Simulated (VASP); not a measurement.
# Si16C (a cell with a defect) in VASP: single point with r2SCAN+D3(BJ)

Aim: the single point of Si16C (a cell with a defect) with r2SCAN+D3(BJ).

All numbers are computed with VASP 6.6.1; they aren't measurements. Logs are shortened: lines on timing, memory, paths and dates and some standing lists are left out, and cuts for length are marked.

## 1. The cell of the first run

The cell holds a defect, 17 atoms: a = 7.679 Å, b = 7.679 Å, c = 7.679 Å, α = 60.00°, β = 60.00°, γ = 60.00°.

## 2. Single point, r2SCAN+D3(BJ), collinear spin, zero start

Input file POSCAR:

```
Si16C
1.0
    0.0000000000      5.4300000000      5.4300000000
    5.4300000000      0.0000000000      5.4300000000
    5.4300000000      5.4300000000      0.0000000000
Si C
16 1
Direct
    0.0552664825     -0.0183436464     -0.0183637201
    0.1205158379      0.1339666667      0.1334808471
   -0.0079137201      0.0050058011      0.5063855433
    0.1176517495      0.1393088398      0.6197001842
   -0.0079511971      0.5069755064      0.0050263352
    0.1176277164      0.6197612339      0.1397986188
   -0.0171568140      0.5134748619      0.5139569982
    0.1219564457      0.6314203499      0.6313514733
    0.4943470534     -0.0013472376     -0.0015382136
    0.7015306630      0.0687768877      0.0687767035
    0.4834042357      0.0448141805      0.4982709024
    0.6189796501      0.1423319521      0.6320579190
    0.4834671271      0.4976558932      0.0454116943
    0.6188050645      0.6324674954      0.1422126151
    0.4959165746      0.5161821363      0.5161189687
    0.6086813996      0.6466042357      0.6473044199
    0.5626301105      0.2288960405      0.2294800184
```

Input file INCAR.step1:

```
SYSTEM = Si16C
  PREC = Accurate
  ENCUT = 520
  ISMEAR = -1
  SIGMA = 0.02
  LREAL = Auto
  LASPH = .True.
  NELM = 150
  ISPIN = 2
  MAGMOM = 0 0 0 0 0 0 0 0 0 0 0 0 0 0 0 0 0
  NBANDS = 52
  GGA = PE
  ALGO = Normal
  EDIFF = 1E-4
  LWAVE = .True.
  LCHARG = .False.
```

Input file INCAR.step2:

```
SYSTEM = Si16C
  PREC = Accurate
  ENCUT = 520
  EDIFF = 1E-6
  ISMEAR = -1
  SIGMA = 0.02
  LREAL = Auto
  LASPH = .True.
  NELM = 150
  ALGO = Normal
  ISIF = 2
  LWAVE = .False.
  LCHARG = .False.
  ISPIN = 2
  MAGMOM = 0 0 0 0 0 0 0 0 0 0 0 0 0 0 0 0 0
  LORBIT = 11
  METAGGA = R2SCAN
  LMIXTAU = .True.
  IVDW = 12
  VDW_S6 = 1.0
  VDW_S8 = 0.78981345
  VDW_A1 = 0.49484001
  VDW_A2 = 5.73083694
  NBANDS = 52
  ISTART = 1
```

Input file KPOINTS:

```
Automatic mesh
0
Gamma
  2 2 2
  0 0 0
```

Potentials or basis: VASP PAW PBE potentials, release 64 (Si, C).

The run is started by

```bash
cat potpaw_PBE.64/Si/POTCAR potpaw_PBE.64/C/POTCAR > POTCAR
cp INCAR.step1 INCAR
mpirun -np 1 vasp_std > vasp.out
cp INCAR.step2 INCAR
mpirun -np 1 vasp_std > vasp.out
```

OUTCAR:

```text
SYSTEM = Si16C
   PREC = Accurate
   ENCUT = 520
   EDIFF = 1E-6
   ISMEAR = -1
   LREAL = Auto
   LASPH = .True.
   NELM = 150
   ISIF = 2
   ISPIN = 2
   LORBIT = 11
   METAGGA = R2SCAN
   IVDW = 12
   ISTART = 1
 IVDW          = 12

 ion  position               nearest neighbor table
   1  0.055  0.982  0.982-  10 2.26   6 2.30   4 2.30   2 2.35
   2  0.121  0.134  0.133-   3 2.34   5 2.34   1 2.35   9 2.35
   3  0.992  0.005  0.506-   2 2.34   4 2.34  12 2.34   8 2.34
   4  0.118  0.139  0.620-   1 2.30  11 2.30   3 2.34   7 2.35
   5  0.992  0.507  0.005-   2 2.34   6 2.34  14 2.34   8 2.34
   6  0.118  0.620  0.140-   1 2.30  13 2.30   5 2.34   7 2.35
   7  0.983  0.513  0.514-  16 2.35   6 2.35   4 2.35   8 2.35
   8  0.122  0.631  0.631-   3 2.34   5 2.34  15 2.35   7 2.35
   9  0.494  0.999  0.998-  10 2.26  14 2.30  12 2.30   2 2.35
  10  0.702  0.069  0.069-  17 1.75   1 2.26   9 2.26  13 2.81  11 2.81
  11  0.483  0.045  0.498-  17 1.82   4 2.30  12 2.31  16 2.50  10 2.81
  12  0.619  0.142  0.632-   9 2.30  11 2.31   3 2.34  15 2.35
  13  0.483  0.498  0.045-  17 1.82   6 2.30  14 2.31  16 2.50  10 2.81
  14  0.619  0.632  0.142-   9 2.30  13 2.31   5 2.34  15 2.35
  15  0.496  0.516  0.516-  12 2.35  14 2.35   8 2.35  16 2.35
  16  0.609  0.647  0.647-  15 2.35   7 2.35  13 2.50  11 2.50
  17  0.563  0.229  0.229-  10 1.75  13 1.82  11 1.82

  LATTYP: Found a face centered cubic cell.
 ALAT       =    10.8600000000

  Lattice vectors:

 A1 = (   0.0000000000,   5.4300000000,   5.4300000000)
 A2 = (   5.4300000000,   0.0000000000,   5.4300000000)
 A3 = (   5.4300000000,   5.4300000000,   0.0000000000)

Analysis of symmetry for initial positions (statically):
=====================================================================
 Subroutine PRICEL returns:
 Original cell was already a primitive cell.

 Routine SETGRP: Setting up the symmetry group for a
 face centered cubic supercell.

 Subroutine GETGRP returns: Found  1 space group operations
 (whereof  1 operations were pure point group operations)
 out of a pool of 48 trial point group operations.

The static configuration has the point symmetry C_1 .

Analysis of symmetry for dynamics (positions and initial velocities):
=====================================================================
 Subroutine PRICEL returns:
 Original cell was already a primitive cell.

 Routine SETGRP: Setting up the symmetry group for a
 face centered cubic supercell.

 Subroutine GETGRP returns: Found  1 space group operations
 (whereof  1 operations were pure point group operations)
 out of a pool of 48 trial point group operations.

The dynamic configuration has the point symmetry C_1 .

Analysis of structural, dynamic, and magnetic symmetry:
=====================================================================
 Subroutine PRICEL returns:
 Original cell was already a primitive cell.

 Routine SETGRP: Setting up the symmetry group for a
 face centered cubic supercell.

 Subroutine GETGRP returns: Found  1 space group operations
 (whereof  1 operations were pure point group operations)
 out of a pool of 48 trial point group operations.

The overall configuration has the point symmetry C_1 .

 Subroutine INISYM returns: Found  1 space group operations
 (whereof  1 operations are pure point group operations),
 and found     1 'primitive' translations

----------------------------------------------------------------------------------------

                                     Primitive cell

  volume of cell :     320.2060

  direct lattice vectors                    reciprocal lattice vectors
     0.000000000  5.430000000  5.430000000    -0.092081031  0.092081031  0.092081031
     5.430000000  0.000000000  5.430000000     0.092081031 -0.092081031  0.092081031
     5.430000000  5.430000000  0.000000000     0.092081031  0.092081031 -0.092081031

  length of vectors
     7.679179644  7.679179644  7.679179644     0.159489025  0.159489025  0.159489025

  position of ions in fractional coordinates (direct lattice)
     0.055266483  0.981656354  0.981636280
     0.120515838  0.133966667  0.133480847
     0.992086280  0.005005801  0.506385543
     0.117651749  0.139308840  0.619700184
     0.992048803  0.506975506  0.005026335
     0.117627716  0.619761234  0.139798619
[... 9 lines left out ...]
     0.608681400  0.646604236  0.647304420
     0.562630111  0.228896040  0.229480018
[... 64 lines left out ...]
   NGXF,Y,Z  is equivalent  to a cutoff of  25.98, 25.98, 25.98 a.u.
 SYSTEM =  Si16C
   PREC   = accura    normal or accurate (medium, high low for compatibility)
   ISTART =      1    job   : 0-new  1-cont  2-samecut
   ICHARG =      0    charge: 1-file 2-atom 10-const
   ISPIN  =      2    spin polarized calculation?
   LNONCOLLINEAR =      F non collinear calculations
   LSORBIT =      F    spin-orbit coupling
   LASPH  =      T    aspherical Exc in radial PAW
   ENCUT  =  520.0 eV  38.22 Ry    6.18 a.u.  14.28 14.28 14.28*2*pi/ulx,y,z
   NELM   =    150;   NELMIN=  2; NELMDL=  0     # of ELM steps
   EDIFF  = 0.1E-05   stopping-criterion for ELM
   LREAL  =      T    real-space projection
   EDIFFG = 0.1E-04   stopping-criterion for IOM
   NSW    =      0    number of steps for IOM
   IBRION =     -1    ionic relax: 0-MD 1-quasi-New 2-CG
   NFREE  =      0    steps in history (QN), initial steepest desc. (CG)
   ISIF   =      2    stress and relaxation
   ISYM   =      2    0-nonsym 1-usesym 2-fastsym
   POTIM  = 0.5000    time-step for ionic-motion
   TEBEG  =    0.0;   TEEND  =   0.0 temperature during run
   PSTRESS=    0.0 pullay stress
   NELECT =      68.0000    total number of electrons
   NUPDOWN=      -1.0000    fix difference up-down
   EMIN   =  10.00;   EMAX   =-10.00  energy-range for DOS
   EFERMI =   0.00;   METHOD = LEGACY
   ISMEAR =    -1;   SIGMA  =   0.02  broadening in eV -4-tet -1-fermi 0-gaus
   EFERMI_NEDOS =   21; number of points for ismear=-14 and -15
   IALGO  =     38    algorithm
   IMIX   =      4    mixing-type and parameters
     AMIX     =   0.40;   BMIX     =  1.00
     AMIX_MAG =   1.60;   BMIX_MAG =  1.00
  volume/ion in A,a.u.               =      18.84       127.11
  Fermi-wavevector in a.u.,A,eV,Ry     =   0.976715  1.845724 12.979587  0.953973
  Thomas-Fermi vector in A             =   2.107356
   LORBIT       =     11    0 simple, 1 ext, 2 COOP (PROOUT), +10 PAW based schemes
   METAGGA = R2SCAN    functional components
   LHFCALC =     F    Hartree Fock is set to
   AEXX    =    0.0000 exact exchange contribution
   IVDW    =    12    specifies the selected vdW correction
   LEPSILON=     F    determine dielectric tensor
   LRPA    =     F    only Hartree local field effects (RPA)
 spin polarized calculation
  energy-cutoff  :      520.00
  volume of cell :      320.21
 maximum number of plane-waves:      8646
 NGX is ok and might be reduce to    60
   NGX = 29   NGY = 29   NGZ = 29

 number of electron      67.9999999 magnetization      -0.0000000

 number of electron      67.9999999 magnetization       0.0000000

 Free energy of the ion-electron system (eV)
  ---------------------------------------------------
  ext. energy  EPLUGINS =         0.00000000
  ---------------------------------------------------
  free energy    TOTEN  =      -145.36402530 eV

  energy without entropy =     -145.36329075  energy(sigma->0) =     -145.36365803

 E-fermi :   6.3779     XC(G=0): -10.0010

 val. band max:        6.2916548281   @ k =   0.5000   0.0000   0.0000
 cond. band min:       6.4634583752   @ k =   0.0000   0.0000   0.0000
 fundamental gap:      0.1718035470
 Fermi energy:         6.3779175595

 spin component 1

 k-point     1 :       0.0000    0.0000    0.0000
  band No.  band energies     occupation
      1      -7.9267      1.00000
      2      -6.0043      1.00000
      3      -4.4098      1.00000
      4      -4.3590      1.00000
      5      -4.2879      1.00000
      6      -3.4450      1.00000
[... 381 lines left out ...]
     45      10.3896      0.00000
     46      10.4906      0.00000
 Fermi energy:         6.3779175595

 spin component 2

 k-point     1 :       0.0000    0.0000    0.0000
  band No.  band energies     occupation
      1      -7.9267      1.00000
      2      -6.0043      1.00000
      3      -4.4098      1.00000
      4      -4.3590      1.00000
      5      -4.2879      1.00000
      6      -3.4450      1.00000
[... 381 lines left out ...]
     45      10.3896      0.00000
     46      10.4906      0.00000
 [bands above 46 left out]

------------------------ aborting loop because EDIFF is reached ----------------------------------------

 Edisp (eV)   -2.50262

 E8    (eV) :    -0.7872

  FORCE on cell =-STRESS in cart. coord.  units (eV):
  Direction    XX          YY          ZZ          XY          YZ          ZX
  --------------------------------------------------------------------------------------
  -------------------------------------------------------------------------------------
  Total      11.09507     1.17247     1.17708    -0.28294     2.47042    -0.29175
  in kB      55.51508     5.86657     5.88964    -1.41572    12.36094    -1.45982
  external pressure =       22.42 kB  Pullay stress =        0.00 kB

 VOLUME and BASIS-vectors are now :
 -----------------------------------------------------------------------------
  energy-cutoff  :      520.00
  volume of cell :      320.21
      direct lattice vectors                 reciprocal lattice vectors
     0.000000000  5.430000000  5.430000000    -0.092081031  0.092081031  0.092081031
     5.430000000  0.000000000  5.430000000     0.092081031 -0.092081031  0.092081031
     5.430000000  5.430000000  0.000000000     0.092081031  0.092081031 -0.092081031

 POSITION                                       TOTAL-FORCE (eV/Angst)
 -----------------------------------------------------------------------------------
     10.66068      5.63038      5.63049         0.014291     -0.010481     -0.010564
      1.45224      1.37920      1.38184        -0.017905     -0.002523     -0.002002
      2.77686      8.13670      5.41421         0.005784      0.001508      0.001923
      4.12142      4.00382      1.39530         0.005906      0.013077     -0.000376
      2.78017      5.41412      8.13970        -0.000871     -0.001889     -0.007567
      4.12441      1.39783      4.00402        -0.000229     -0.003237      0.012767
[... 9 lines left out ...]
      7.02592      6.82000      6.81620        -0.010529     -0.000909      0.004441
      2.48898      4.30116      4.29799         0.016768     -0.005685      0.001003
 -----------------------------------------------------------------------------------
    total drift:                               -0.011458     -0.001179      0.000890

  FREE ENERGIE OF THE ION-ELECTRON SYSTEM (eV)
  ---------------------------------------------------
  free  energy   TOTEN  =      -147.8666448163 eV

  energy  without entropy=     -147.8659102664  energy(sigma->0) =     -147.86627754

 total charge

# of ion       s       p       d       tot
------------------------------------------
    1        0.745   1.007   0.000   1.753
    2        0.735   0.972   0.000   1.707
    3        0.736   0.982   0.000   1.717
    4        0.744   0.988   0.000   1.732
    5        0.736   0.981   0.000   1.717
    6        0.744   0.988   0.000   1.732
[... 9 lines left out ...]
   16        0.745   0.920   0.000   1.665
   17        0.894   1.628   0.000   2.523
--------------------------------------------------
tot         12.793  17.228   0.000  30.021

 magnetization (x)

# of ion       s       p       d       tot
------------------------------------------
    1        0.000   0.000   0.000   0.000
    2        0.000   0.000   0.000   0.000
    3        0.000   0.000   0.000   0.000
    4       -0.000  -0.000   0.000  -0.000
    5       -0.000   0.000   0.000   0.000
    6       -0.000   0.000   0.000   0.000
[... 9 lines left out ...]
   16        0.000   0.000   0.000   0.000
   17        0.000  -0.000   0.000  -0.000
--------------------------------------------------
tot          0.000   0.000   0.000   0.000
```

Wall time 26 min (1 thread of AMD EPYC 9R45 (Zen 5), shared host); peak memory 0.78 GiB.

What came out:

```yaml
Free_energy: -147.8666 eV
Pressure: 2.2 GPa
Largest_force: 0.025 eV/Å
Band_gap_on_the_k_mesh: zero (filled and empty bands overlap)
Net_moment: 0.00 μB per cell
Valence_electrons_inside_the_program's_atomic_spheres: Si 1.75, 1.71, 1.72, 1.73, 1.69, 1.67 (each value once); C 2.52
Dispersion_energy_per_atom: -0.147 eV
```

Forces in eV/Å, atoms in the order of the input:
```
Si   0.014 -0.010 -0.011
Si  -0.018 -0.003 -0.002
Si   0.006  0.002  0.002
Si   0.006  0.013  0.000
Si  -0.001 -0.002 -0.008
Si   0.000 -0.003  0.013
Si  -0.010  0.000  0.000
Si   0.006  0.009  0.002
Si  -0.008 -0.003  0.008
Si  -0.025  0.004  0.003
Si   0.013  0.000  0.000
Si   0.002  0.003 -0.008
Si   0.022  0.001  0.005
Si  -0.009  0.005 -0.003
Si  -0.004 -0.008 -0.006
Si  -0.011 -0.001  0.004
C    0.017 -0.006  0.001
```

Stress tensor (GPa, compression positive):
```
 5.55 -0.14 -0.15
-0.14  0.59  1.24
-0.15  1.24  0.59
```

Levels at points of the mesh, in eV from the Fermi level:
Spin up:
| k point | band 32 | band 33 | band 34 | band 35 | band 36 | band 37 |
| --- | --- | --- | --- | --- | --- | --- |
| (0.00, 0.00, 0.00) | -0.95 | -0.60 | -0.49 | -0.36 | 0.09 | 0.39 |
| (0.50, 0.00, 0.00) | -1.45 | -1.13 | -0.09 | 0.55 | 0.88 | 1.04 |
| (0.00, 0.50, 0.00) | -1.47 | -1.17 | -0.23 | 0.72 | 0.84 | 1.19 |
| (0.00, 0.00, 0.50) | -1.47 | -1.17 | -0.22 | 0.72 | 0.84 | 1.19 |
| (0.50, 0.50, 0.50) | -1.38 | -1.25 | -0.15 | 0.68 | 0.83 | 1.16 |
| (0.50, 0.50, 0.00) | -1.90 | -1.15 | -0.92 | 0.94 | 1.18 | 1.50 |
| (0.00, 0.50, 0.50) | -1.98 | -1.28 | 0.40 | 0.57 | 1.00 | 1.57 |
| (0.50, 0.00, 0.50) | -1.90 | -1.15 | -0.92 | 0.94 | 1.18 | 1.50 |
Spin down:
| k point | band 32 | band 33 | band 34 | band 35 | band 36 | band 37 |
| --- | --- | --- | --- | --- | --- | --- |
| (0.00, 0.00, 0.00) | -0.95 | -0.60 | -0.49 | -0.36 | 0.09 | 0.39 |
| (0.50, 0.00, 0.00) | -1.45 | -1.13 | -0.09 | 0.55 | 0.88 | 1.04 |
| (0.00, 0.50, 0.00) | -1.47 | -1.17 | -0.23 | 0.72 | 0.84 | 1.19 |
| (0.00, 0.00, 0.50) | -1.47 | -1.17 | -0.22 | 0.72 | 0.84 | 1.19 |
| (0.50, 0.50, 0.50) | -1.38 | -1.25 | -0.15 | 0.68 | 0.83 | 1.16 |
| (0.50, 0.50, 0.00) | -1.90 | -1.15 | -0.92 | 0.94 | 1.18 | 1.50 |
| (0.00, 0.50, 0.50) | -1.98 | -1.28 | 0.40 | 0.57 | 1.00 | 1.57 |
| (0.50, 0.00, 0.50) | -1.90 | -1.15 | -0.92 | 0.94 | 1.18 | 1.50 |

Caveat: the k points lie up to 0.50 Å⁻¹ apart, too coarse for converged energies and pressures of a metal; the PAW data sets were made with another functional, which shifts forces and pressure a little.

The gap in the log of VASP goes by the Fermi energy; the results here count the filled bands.